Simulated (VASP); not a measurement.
# Ti in VASP: a series of runs

Runs on Ti. Level: LDA. Tasks: single point.

Program: VASP 6.6.1. These are calculated values, not measurements. Logs are shortened: lines on timing, memory, paths and dates and some standing lists are left out, and cuts for length are marked.

## (1) The cell of the first run

The cell holds a slab with vacuum, 2 atoms: a = 2.864 Å, b = 4.535 Å, c = 16.827 Å, α = 90.00°, β = 90.00°, γ = 90.00°.

## (2) Single point, LDA

INCAR reads:

```
ALGO = Normal
DIPOL = 0.5 0.5 0.500
EDIFF = 1E-6
EFIELD = -0.5
ENCUT = 400
GGA_COMPAT = F
IDIPOL = 3
ISIF = 2
ISMEAR = -1
LASPH = T
LCHARG = F
LDIPOL = T
LREAL = F
LWAVE = F
NBANDS = 19
NELM = 120
NELMDL = -8
PREC = Accurate
SIGMA = 0.05
```

KPOINTS reads:

```
k-points
0
Gamma
  14 9 1
```

POSCAR reads:

```
Ti
1.0
    2.8639314136      0.0000000000      0.0000000000
    0.0000000000      4.5350255008      0.0000000000
    0.0000000000      0.0000000000     16.8267000000
Ti
2
Direct
    0.7500000000      0.7500000000      0.4792892901
    0.2500000000      0.2500000000      0.5207107099
```

Potentials or basis: VASP PAW LDA potentials, release 64 (Ti_sv).

On the command line:

```
$ cat potpaw_LDA.64/Ti_sv/POTCAR > POTCAR
$ mpirun -np 1 vasp_std > vasp.out
```

OUTCAR:

```text
EDIFF = 1E-6
   ENCUT = 400
   ISIF = 2
   ISMEAR = -1
   LASPH = T
   LREAL = F
   NELM = 120
   NELMDL = -8
   PREC = Accurate

 ion  position               nearest neighbor table
   1  0.750  0.750  0.479-   2 2.77   2 2.77   2 2.77   2 2.77
   2  0.250  0.250  0.521-   1 2.77   1 2.77   1 2.77   1 2.77

  LATTYP: Found a simple orthorhombic cell.
 ALAT       =     2.8639314136
 B/A-ratio  =     1.5834965458
 C/A-ratio  =     5.8753851158

  Lattice vectors:

 A1 = (   2.8639314136,   0.0000000000,   0.0000000000)
 A2 = (   0.0000000000,   4.5350255008,   0.0000000000)
 A3 = (   0.0000000000,   0.0000000000,  16.8267000000)

Analysis of symmetry for initial positions (statically):
=====================================================================
 Subroutine PRICEL returns:
 Original cell was already a primitive cell.

 Routine SETGRP: Setting up the symmetry group for a
 simple orthorhombic supercell.

 Subroutine GETGRP returns: Found  8 space group operations
 (whereof  2 operations were pure point group operations)
 out of a pool of  8 trial point group operations.

The static configuration has the point symmetry S_2 .
 The point group associated with its full space group is D_2h.

Analysis of symmetry for dynamics (positions and initial velocities):
=====================================================================
 An external electric field (EFIELD) may reduce the allowed symmetry operations
 Subroutine PRICEL returns:
 Original cell was already a primitive cell.

 Routine SETGRP: Setting up the symmetry group for a
 simple orthorhombic supercell.

 Subroutine GETGRP returns: Found  4 space group operations
 (whereof  1 operations were pure point group operations)
 out of a pool of  8 trial point group operations.

The dynamic configuration has the point symmetry C_1 .
 The point group associated with its full space group is C_2v.

 Subroutine INISYM returns: Found  4 space group operations
 (whereof  1 operations are pure point group operations),
 and found     1 'primitive' translations

----------------------------------------------------------------------------------------

                                     Primitive cell

  volume of cell :     218.5452

  direct lattice vectors                    reciprocal lattice vectors
     2.863931414  0.000000000  0.000000000     0.349170373  0.000000000  0.000000000
     0.000000000  4.535025501  0.000000000     0.000000000  0.220505927  0.000000000
     0.000000000  0.000000000 16.826700000     0.000000000  0.000000000  0.059429359

  length of vectors
     2.863931414  4.535025501 16.826700000     0.349170373  0.220505927  0.059429359

  position of ions in fractional coordinates (direct lattice)
     0.750000000  0.750000000  0.479289290
     0.250000000  0.250000000  0.520710710

  ion indices of the primitive-cell ions
   primitive index   ion index
                 1           1
                 2           2

----------------------------------------------------------------------------------------

 KPOINTS: k-points

Automatic generation of k-mesh.
 Grid dimensions read from file:
 generate k-points for:   14    9    1

 Generating k-lattice:

  Cartesian coordinates                     Fractional coordinates (reciprocal lattice)
     0.024940741  0.000000000  0.000000000     0.071428571  0.000000000  0.000000000
     0.000000000  0.024500659  0.000000000     0.000000000  0.111111111  0.000000000
     0.000000000  0.000000000  0.059429359     0.000000000  0.000000000  1.000000000

  Length of vectors
     0.024940741  0.024500659  0.059429359

  Shift w.r.t. Gamma in fractional coordinates (k-lattice)
     0.000000000  0.000000000  0.000000000

 Subroutine IBZKPT returns following result:
 ===========================================

 Found     40 irreducible k-points:

 Following reciprocal coordinates:
            Coordinates               Weight
  0.000000  0.000000  0.000000      1.000000
  0.071429  0.000000  0.000000      2.000000
  0.142857  0.000000  0.000000      2.000000
  0.214286  0.000000  0.000000      2.000000
  0.285714  0.000000  0.000000      2.000000
  0.357143  0.000000  0.000000      2.000000
[... 16 lines left out ...]
  0.428571  0.222222  0.000000      4.000000
  0.500000  0.222222  0.000000      2.000000
 [... further k-points ...]
   k-points           NKPTS =     40   k-points in BZ     NKDIM =     40   number of bands    NBANDS=     19
   number of dos      NEDOS =    301   number of ions     NIONS =      2
   total plane-waves  NPLWV =  67200
   dimension x,y,z NGX =    20 NGY =   30 NGZ =  112
   dimension x,y,z NGXF=    40 NGYF=   60 NGZF=  224
   ions per type =               2
   NGX,Y,Z   is equivalent  to a cutoff of  11.61, 11.00, 11.07 a.u.
   NGXF,Y,Z  is equivalent  to a cutoff of  23.22, 21.99, 22.13 a.u.
 SYSTEM =  unknown system
   PREC   = accura    normal or accurate (medium, high low for compatibility)
   ISTART =      0    job   : 0-new  1-cont  2-samecut
   ICHARG =      2    charge: 1-file 2-atom 10-const
   ISPIN  =      1    spin polarized calculation?
   LNONCOLLINEAR =      F non collinear calculations
   LSORBIT =      F    spin-orbit coupling
   LASPH  =      T    aspherical Exc in radial PAW
   ENCUT  =  400.0 eV  29.40 Ry    5.42 a.u.   4.67  7.40 27.44*2*pi/ulx,y,z
   NELM   =    120;   NELMIN=  2; NELMDL= -8     # of ELM steps
   EDIFF  = 0.1E-05   stopping-criterion for ELM
   LREAL  =      F    real-space projection
   EDIFFG = 0.1E-04   stopping-criterion for IOM
   NSW    =      0    number of steps for IOM
   IBRION =     -1    ionic relax: 0-MD 1-quasi-New 2-CG
   NFREE  =      0    steps in history (QN), initial steepest desc. (CG)
   ISIF   =      2    stress and relaxation
   ISYM   =      2    0-nonsym 1-usesym 2-fastsym
   POTIM  = 0.5000    time-step for ionic-motion
   TEBEG  =    0.0;   TEEND  =   0.0 temperature during run
   PSTRESS=    0.0 pullay stress
   NELECT =      24.0000    total number of electrons
   NUPDOWN=      -1.0000    fix difference up-down
   EMIN   =  10.00;   EMAX   =-10.00  energy-range for DOS
   EFERMI =   0.00;   METHOD = LEGACY
   ISMEAR =    -1;   SIGMA  =   0.05  broadening in eV -4-tet -1-fermi 0-gaus
   EFERMI_NEDOS =   21; number of points for ismear=-14 and -15
   IALGO  =     38    algorithm
   IMIX   =      4    mixing-type and parameters
     AMIX     =   0.40;   BMIX     =  1.00
     AMIX_MAG =   1.60;   BMIX_MAG =  1.00
  volume/ion in A,a.u.               =     109.27       737.41
  Fermi-wavevector in a.u.,A,eV,Ry     =   0.783968  1.481484  8.362213  0.614605
  Thomas-Fermi vector in A             =   1.888004
   LORBIT       =      0    0 simple, 1 ext, 2 COOP (PROOUT), +10 PAW based schemes
   GGA     = CA    functional components
   LHFCALC =     F    Hartree Fock is set to
   AEXX    =    0.0000 exact exchange contribution
   IVDW    =     0    specifies the selected vdW correction
   LEPSILON=     F    determine dielectric tensor
   LRPA    =     F    only Hartree local field effects (RPA)
 non-spin polarized calculation
  energy-cutoff  :      400.00
  volume of cell :      218.55
 maximum number of plane-waves:      4005
 NGX is ok and might be reduce to    20
   NGX =  9   NGY = 15   NGZ = 55

 dipolmoment           0.000000      0.000000      0.000000 electrons x Angstroem

 number of electron      23.9999990 magnetization

 dipolmoment           0.000000      0.000000     -0.165985 electrons x Angstroem

 Free energy of the ion-electron system (eV)
  ---------------------------------------------------
  ext. energy  EPLUGINS =         0.00000000
  ---------------------------------------------------
  free energy    TOTEN  =       -13.05496435 eV

  energy without entropy =      -13.02135383  energy(sigma->0) =      -13.03815909

 E-fermi :  -2.3043     XC(G=0):  -3.1097

 val. band max:       -2.3244308024   @ k =   0.2857   0.2222   0.0000
 cond. band min:      -2.2965132948   @ k =   0.0714   0.0000   0.0000
 fundamental gap:      0.0279175077
 Fermi energy:        -2.3043202481

 k-point     1 :       0.0000    0.0000    0.0000
  band No.  band energies     occupation
      1     -58.4386      2.00000
      2     -58.2919      2.00000
      3     -35.2935      2.00000
      4     -35.1495      2.00000
      5     -35.1014      2.00000
      6     -34.8600      2.00000
[... 11 lines left out ...]
     18      -0.1574      0.00000
     19       0.1696      0.00000

 k-point     2 :       0.0714    0.0000    0.0000
  band No.  band energies     occupation
      1     -58.4345      2.00000
      2     -58.2912      2.00000
      3     -35.2828      2.00000
      4     -35.1479      2.00000
      5     -35.1005      2.00000
      6     -34.8773      2.00000
[... 11 lines left out ...]
     18      -0.1702      0.00000
     19       0.1733      0.00000

 k-point     3 :       0.1429    0.0000    0.0000
  band No.  band energies     occupation
      1     -58.4223      2.00000
      2     -58.2894      2.00000
      3     -35.2516      2.00000
      4     -35.1443      2.00000
      5     -35.0986      2.00000
      6     -34.9242      2.00000
[... 11 lines left out ...]
     18      -0.1299      0.00000
     19       0.2586      0.00000

 k-point     4 :       0.2143    0.0000    0.0000
  band No.  band energies     occupation
      1     -58.4035      2.00000
      2     -58.2879      2.00000
      3     -35.2022      2.00000
      4     -35.1440      2.00000
      5     -35.0988      2.00000
      6     -34.9846      2.00000
[... 11 lines left out ...]
     18       0.0665      0.00000
     19       0.4312      0.00000

 k-point     5 :       0.2857    0.0000    0.0000
  band No.  band energies     occupation
      1     -58.3805      2.00000
      2     -58.2879      2.00000
      3     -35.1599      2.00000
      4     -35.1381      2.00000
      5     -35.1082      2.00000
      6     -35.0313      2.00000
[... 11 lines left out ...]
     18       0.2861      0.00000
     19       0.4346      0.00000

 k-point     6 :       0.3571    0.0000    0.0000
  band No.  band energies     occupation
      1     -58.3562      2.00000
      2     -58.2916      2.00000
      3     -35.1951      2.00000
      4     -35.1397      2.00000
      5     -35.0638      2.00000
      6     -35.0464      2.00000
[... 11 lines left out ...]
     18       0.1852      0.00000
     19       0.9534      0.00000

 k-point     7 :       0.4286    0.0000    0.0000
  band No.  band energies     occupation
      1     -58.3336      2.00000
      2     -58.3001      2.00000
      3     -35.2226      2.00000
      4     -35.1873      2.00000
      5     -35.0448      2.00000
      6     -35.0213      2.00000
[... 11 lines left out ...]
     18       0.0477      0.00000
     19       1.5874      0.00000

 k-point     8 :       0.5000    0.0000    0.0000
  band No.  band energies     occupation
      1     -58.3169      2.00000
      2     -58.3114      2.00000
      3     -35.2256      2.00000
      4     -35.2155      2.00000
      5     -35.0414      2.00000
      6     -35.0292      2.00000
[... 256 lines left out ...]
 k-point    20 :       0.2143    0.2222    0.0000
  band No.  band energies     occupation
      1     -58.3899      2.00000
      2     -58.3014      2.00000
      3     -35.2111      2.00000
      4     -35.1250      2.00000
      5     -35.1126      2.00000
      6     -34.9134      2.00000
[... 11 lines left out ...]
     18      -0.0352      0.00000
     19       0.3266      0.00000

 k-point    21 :       0.2857    0.2222    0.0000
  band No.  band energies     occupation
      1     -58.3697      2.00000
      2     -58.2989      2.00000
      3     -35.2059      2.00000
      4     -35.1379      2.00000
      5     -35.1260      2.00000
      6     -34.9894      2.00000
[... 11 lines left out ...]
     18      -0.0135      0.00000
     19       0.5835      0.00000

 k-point    22 :       0.3571    0.2222    0.0000
  band No.  band energies     occupation
      1     -58.3488      2.00000
      2     -58.2992      2.00000
      3     -35.2420      2.00000
      4     -35.1762      2.00000
      5     -35.1114      2.00000
      6     -35.0376      2.00000
[... 11 lines left out ...]
     18      -0.0027      0.00000
     19       0.9147      0.00000

 k-point    23 :       0.4286    0.2222    0.0000
  band No.  band energies     occupation
      1     -58.3299      2.00000
      2     -58.3038      2.00000
      3     -35.2710      2.00000
      4     -35.2340      2.00000
      5     -35.0866      2.00000
      6     -35.0535      2.00000
[... 11 lines left out ...]
     18       0.0486      0.00000
     19       1.3862      0.00000

 k-point    24 :       0.5000    0.2222    0.0000
  band No.  band energies     occupation
      1     -58.3170      2.00000
      2     -58.3115      2.00000
      3     -35.2741      2.00000
      4     -35.2648      2.00000
      5     -35.0736      2.00000
      6     -35.0607      2.00000
[... 11 lines left out ...]
     18       0.0983      0.00000
     19       2.0238      0.00000

 [... further k-points ...]

------------------------ aborting loop because EDIFF is reached ----------------------------------------

 vacuum level on the upper side and lower side of the slab       (xc-potential included)         2.934        -3.068

  FORCE on cell =-STRESS in cart. coord.  units (eV):
  Direction    XX          YY          ZZ          XY          YZ          ZX
  --------------------------------------------------------------------------------------
  -------------------------------------------------------------------------------------
  Total       -4.8486209     -5.3510365     -0.2468247      0.0000000      0.0000000      0.0000000
  in kB      -35.5457364    -39.2289961     -1.8094973      0.0000000      0.0000000      0.0000000
  external PRESSURE =     -25.5280766 kB  Pullay stress =       0.0000000 kB

 VOLUME and BASIS-vectors are now :
 -----------------------------------------------------------------------------
  energy-cutoff  :      400.00
  volume of cell :      218.55
      direct lattice vectors                 reciprocal lattice vectors
     2.863931414  0.000000000  0.000000000     0.349170373  0.000000000  0.000000000
     0.000000000  4.535025501  0.000000000     0.000000000  0.220505927  0.000000000
     0.000000000  0.000000000 16.826700000     0.000000000  0.000000000  0.059429359

 POSITION                                       TOTAL-FORCE (eV/Angst)
 -----------------------------------------------------------------------------------
      2.14795      3.40127      8.06486         0.000000      0.000000      0.001682
      0.71598      1.13376      8.76184         0.000000      0.000000     -0.001682
 -----------------------------------------------------------------------------------
    total drift:                                0.000000      0.000000     -0.000127

  FREE ENERGIE OF THE ION-ELECTRON SYSTEM (eV)
  ---------------------------------------------------
  free  energy   TOTEN  =       -13.0549643542 eV

  energy  without entropy=      -13.0213538256  energy(sigma->0) =      -13.03815909

 vacuum level on the upper side and lower side of the slab         4.956        -0.912
```

Wall time 3.5 min (1 thread of Intel Xeon 6975P-C, shared host); peak memory 0.25 GiB.

Results:

```yaml
Free_energy: -13.0550 eV
Band_gap_on_the_k_mesh: zero (band 12 reaches -2.25 eV, above the bottom of band 13 at -2.38 eV)
```

Levels at points of the mesh, in eV from the Fermi level:
```tsv
k point	band 10	band 11	band 12	band 13	band 14	band 15
(0.00, 0.00, 0.00)	-1.76	-0.19	0.05	0.09	0.94	1.21
(0.50, 0.00, 0.00)	-0.89	-0.70	-0.69	0.39	0.41	1.77
```

## (3) Single point, LDA

INCAR reads:

```
PREC     = Accurate       # precision mode
ENCUT    = 400            # plane-wave cutoff, eV
EDIFF    = 1E-6           # SCF threshold, eV
ISMEAR   = -1             # smearing method
SIGMA    = 0.05           # smearing width, eV
LREAL    = False          # projectors in reciprocal space
LASPH    = True           # aspherical terms in the spheres
NELM     = 120            # most SCF steps
ALGO     = Normal         # electronic algorithm
ISIF     = 2              # what is computed and relaxed
LWAVE    = False          # write WAVECAR
LCHARG   = False          # write CHGCAR
LDIPOL   = True         
IDIPOL   = 3            
DIPOL    = 0.5 0.5 0.500
GGA      = CA             # functional
NBANDS   = 19             # bands
EFIELD   = -0.5         
GGA_COMPAT= False        
NELMDL   = -8
```

KPOINTS reads:

```
regular mesh
0
Gamma
  14 9 1
```

POSCAR is that of step 2.

Potentials or basis: VASP PAW LDA potentials, release 64 (Ti_sv).

On the command line:

```
$ cat potpaw_LDA.64/Ti_sv/POTCAR > POTCAR
$ mpirun -np 1 vasp_std > vasp.out
```

It took 2.9 min on 1 thread of Intel Xeon 6975P-C, shared host; peak memory 0.25 GiB.

The run converged. Its results:

```
Free energy            : -13.0550 eV
Band gap on the k mesh : zero (band 12 reaches -2.25 eV, above the bottom of band 13 at -2.38 eV)
```

Levels at points of the mesh, in eV from the Fermi level:
```
           k point  band 9  band 10  band 11  band 12  band 13  band 14  band 15  band 16
(0.00, 0.00, 0.00)   -3.97    -1.76    -0.19     0.05     0.09     0.94     1.21     1.37
(0.50, 0.00, 0.00)   -0.89    -0.89    -0.70    -0.69     0.39     0.41     1.77     1.82
```
